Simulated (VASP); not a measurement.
A run of VASP 6.6.1 is set up as follows.

The input INCAR:

```
SYSTEM = W
PREC = Accurate
ENCUT = 520
EDIFF = 1E-6
ISMEAR = 0
SIGMA = 0.1
LREAL = .False.
LASPH = .True.
NELM = 80
ALGO = Fast
ISIF = 2
LWAVE = .False.
LCHARG = .False.
GGA = PS
NBANDS = 13
```

Contents of KPOINTS:

```
Automatic mesh
0
Gamma
  18 18 18
  0 0 0
```

The input POSCAR:

```
W
1.0
    0.0000000000      2.0382017158      2.0382017158
    2.0382017158      0.0000000000      2.0382017158
    2.0382017158      2.0382017158      0.0000000000
W
1
Direct
    0.0000000000      0.0000000000      0.0000000000
```

Potentials or basis: VASP PAW PBE potentials, release 64 (W_sv).

Command:

```bash
$ cat potpaw_PBE.64/W_sv/POTCAR > POTCAR
$ mpirun -np 1 vasp_std > vasp.out
```

Q: What does it give for the band gap on the k mesh?

A: Zero (band 7 reaches 12.79 eV, above the bottom of band 8 at 9.37 eV).

Q: What does it give for the pressure?

A: -15.2 GPa.

Caveat: the PAW data sets were made with another functional, which shifts forces and pressure a little; spin-orbit coupling is left out, which moves the levels of the heavy elements.
